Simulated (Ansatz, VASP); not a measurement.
Two plane-wave programs on CuI

The input INCAR:

```
PREC = Accurate
ENCUT = 520
EDIFF = 1E-8
ISMEAR = -1
SIGMA = 0.05
LREAL = False
LASPH = True
NELM = 80
ALGO = Normal
ISIF = 2
LWAVE = False
LCHARG = False
GGA = PE
LEFG = True
NBANDS = 16
```

KPOINTS

```
Automatic mesh
0
Gamma
  12 12 12
```

Contents of POSCAR:

```
CuI
1.0
    0.0000000000      2.9779960031      2.9779960031
    2.9779960031      0.0000000000      2.9779960031
    2.9779960031      2.9779960031      0.0000000000
Cu I
1 1
Direct
    0.0000000000      0.0000000000      0.0000000000
    0.2500000000      0.2500000000      0.2500000000
```

Input for Ansatz:

```yaml
crystal:
  lattice:
    - [0.0, 2.9779960031, 2.9779960031]
    - [2.9779960031, 0.0, 2.9779960031]
    - [2.9779960031, 2.9779960031, 0.0]
  atoms:
    - { symbol: Cu, position: [0.0, 0.0, 0.0] }
    - { symbol: I, position: [0.25, 0.25, 0.25] }
kpoints:
  mp_grid: { grid: [12, 12, 12] }
scf:
  occupations: { method: fermi_dirac, width: 0.05 }
hamiltonian:
  xc: pbe
  pseudopotentials: { kind: paw }
output:
  forces: true
  stress: true
  eigenvalues: true
  efg: { contact_densities: true }
```

Change from the starting cell: volume scaled by 0.9405, PAW files.

Alike in both runs: task electric field gradients; functional PBE; k mesh 12 × 12 × 12; occupations fermi-dirac, width 0.05 eV; no spin polarisation.

```csv
,VASP,Ansatz
version,VASP 6.6.1,Ansatz 0.2.0
potentials or method,"VASP PAW PBE potentials, release 64 (Cu, I)","PAW with Ansatz's default frozen-core files, scalar-relativistic"
plane-wave cutoff (eV),520,420
valence electrons in the cell,18,36
```

VASP gave:

```
pressure (GPa) : 2.9
```

**Question.** What did Ansatz give for the same quantities?

**Answer.** Pressure (GPa): 2.8.

VASP's potentials hold 18 valence electrons a cell and Ansatz's 36, so a difference there can come from the potentials and not from the codes.

Neither program's run includes spin-orbit coupling.
